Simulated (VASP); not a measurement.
Write the native input for VASP 6.6.1 that does the following.

```yaml
Task: relaxation of shape and atoms at fixed volume
Functional: r2SCAN
Dispersion: D3(BJ)
Potentials_or_basis: VASP PAW PBE potentials, release 64 (Mo_sv, Se)
Cutoff: 550 eV
k_mesh: 9 × 9 × 2
Occupations: gaussian, width 0.02 eV
Spin: no spin polarisation
Dipole_correction: no
Further_INCAR_settings: ALGO = Normal; EDIFF = 1e-07; IBRION = 2; EDIFFG = -0.01; NSW = 50; ISIF = 4
```

Crystal: MoSe2.

```xyz
6
Lattice="3.3451 0.0000 0.0000 -1.6725 2.8969 0.0000 0.0000 0.0000 13.4339" Properties=species:S:1:pos:R:3 pbc="T T T"
Mo    0.0000    1.9313    3.3585
Mo    1.6725    0.9656   10.0754
Se    0.0000    1.9313    8.4053
Se    1.6725    0.9656    1.6883
Se    0.0000    1.9313   11.7456
Se    1.6725    0.9656    5.0286
```

These files were run (other wordings do the same):

POSCAR

```
MoSe2
1.0
    3.3450673630      0.0000000000      0.0000000000
   -1.6725336815      2.8969133137      0.0000000000
    0.0000000000      0.0000000000     13.4339130849
Mo Se
2 4
Direct
    0.3333333333      0.6666666667      0.2500000000
    0.6666666667      0.3333333333      0.7500000000
    0.3333333333      0.6666666667      0.6256773899
    0.6666666667      0.3333333333      0.1256773899
    0.3333333333      0.6666666667      0.8743226101
    0.6666666667      0.3333333333      0.3743226101
```

INCAR.step1

```
PREC = Accurate
ENCUT = 550
ISMEAR = 0
SIGMA = 0.02
LREAL = False
LASPH = True
NELM = 120
GGA = PE
ALGO = Normal
EDIFF = 1E-5
LWAVE = True
LCHARG = False
GGA_COMPAT = False
IBRION = 2
ISIF = 3
EDIFFG = -0.005
NELMIN = 4
NSW = 100
```

INCAR.step2

```
PREC = Accurate
ENCUT = 550
EDIFF = 1E-7
ISMEAR = 0
SIGMA = 0.02
LREAL = False
LASPH = True
NELM = 120
ALGO = Normal
ISIF = 4
LWAVE = False
LCHARG = False
METAGGA = R2SCAN
LMIXTAU = True
IVDW = 12
VDW_S6 = 1.0
VDW_S8 = 0.78981345
VDW_A1 = 0.49484001
VDW_A2 = 5.73083694
IBRION = 2
NSW = 50
EDIFFG = -0.01
ISTART = 1
GGA_COMPAT = False
NELMIN = 4
```

KPOINTS

```
regular mesh
0
Gamma
  9 9 2
```

Potentials or basis: VASP PAW PBE potentials, release 64 (Mo_sv, Se).

Launch:

```bash
$ cat potpaw_PBE.64/Mo_sv/POTCAR potpaw_PBE.64/Se/POTCAR > POTCAR
$ cp INCAR.step1 INCAR
$ mpirun -np 1 vasp_std > vasp.out
$ cp INCAR.step2 INCAR
$ mpirun -np 1 vasp_std > vasp.out
```

It gave:

```
Energy gained by relaxing    : 4.5 meV/atom
Ionic steps                  : 5
Pressure after relaxing      : -1.5 GPa
Largest force after relaxing : 0.007 eV/Å
Band gap on the k mesh       : 1.21 eV (least direct gap 1.47 eV)
Dispersion energy per atom   : -0.205 eV
```

Caveat: the PAW data sets were made with another functional, which shifts forces and pressure a little.

Wall time 36 min on 1 thread of Intel(R) Xeon(R) Platinum 8488C (Sapphire Rapids), on a shared host, peak memory 0.36 GiB.
